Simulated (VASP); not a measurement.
Here is a VASP 6.6.1 calculation.

File INCAR:

```
SYSTEM = Ta
ALGO     = Normal         ! electronic algorithm
EDIFF    = 1E-7           ! SCF threshold, eV
ENCUT    = 520            ! plane-wave cutoff, eV
GGA      = PE             ! functional
ISIF     = 2              ! what is computed and relaxed
ISMEAR   = -1             ! smearing method
LASPH    = .TRUE.         ! aspherical terms in the spheres
LCHARG   = .FALSE.        ! write CHGCAR
LREAL    = .FALSE.        ! projectors in reciprocal space
LWAVE    = .FALSE.        ! write WAVECAR
NBANDS   = 12             ! bands
NELM     = 80             ! most SCF steps
PREC     = Accurate       ! precision mode
SIGMA    = 0.15           ! smearing width, eV
```

KPOINTS

```
k-points
0
G
  12 12 12
  0 0 0
```

The input POSCAR:

```
Ta
1.0
   -1.6622159478      1.6622159478      1.6622159478
    1.6622159478     -1.6622159478      1.6622159478
    1.6622159478      1.6622159478     -1.6622159478
Ta
1
Direct
    0.0000000000      0.0000000000      0.0000000000
```

Potentials or basis: VASP PAW PBE potentials, release 64 (Ta_pv).

Run with:

```sh
$ cat potpaw_PBE.64/Ta_pv/POTCAR > POTCAR
$ mpirun -np 1 vasp_std > vasp.out
```

(1) Predict the pressure.

## Answers

(1) -0.4 GPa.
